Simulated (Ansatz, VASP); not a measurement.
**Cs in VASP and in Ansatz**

INCAR

```
SYSTEM = Cs
  ALGO = Normal
  EDIFF = 1E-6
  ENCUT = 520
  GGA = PE
  ISIF = 2
  ISMEAR = -1
  LASPH = .True.
  LCHARG = .False.
  LREAL = .False.
  LWAVE = .False.
  NBANDS = 10
  NELM = 100
  PREC = Accurate
  SIGMA = 0.1
```

File KPOINTS:

```
k-points
0
Gamma
  12 12 12
  0 0 0
```

File POSCAR:

```
Cs
1.0
   -3.1571160752      3.1571160752      3.1571160752
    3.1571160752     -3.1571160752      3.1571160752
    3.1571160752      3.1571160752     -3.1571160752
Cs
1
Direct
    0.0000000000      0.0000000000      0.0000000000
```

Input for Ansatz:

```yaml
crystal:
  lattice:
    - [-3.1571160752, 3.1571160752, 3.1571160752]
    - [3.1571160752, -3.1571160752, 3.1571160752]
    - [3.1571160752, 3.1571160752, -3.1571160752]
  atoms:
    - { symbol: Cs, position: [0.0, 0.0, 0.0] }
hamiltonian:
  xc: pbe
  pseudopotentials:
    kind: paw
    azcp:
      Cs: "pseudopotentials/Cs.paw.azcp"
basis:
  ecutwfc: 420
  fft_grid_basis: typed
kpoints:
  mp_grid: { grid: [12, 12, 12], shift: [0, 0, 0] }
magnetization:
  spin_polarized: false
scf:
  occupations: { method: fermi_dirac, width: 0.1 }
output:
  stress: true
```

Alike in both runs: task single point; functional PBE; k mesh 12 × 12 × 12; occupations fermi-dirac, width 0.1 eV; no spin polarisation.

|  | VASP | Ansatz |
| --- | --- | --- |
| version | VASP 6.6.1 | Ansatz 0.2.0 |
| potentials or method | VASP PAW PBE potentials, release 64 (Cs_sv), cutoff 520 eV | plane waves (420 eV) with PAW, scalar-relativistic |
| valence electrons in the cell | 9 | 9 |

```csv
,VASP,Ansatz,Ansatz less VASP
pressure (GPa),-0.1,-0.1,+0.01
```

With one functional, cell and mesh, what is left measures potentials, basis and numerics.

Spin-orbit coupling is off throughout.
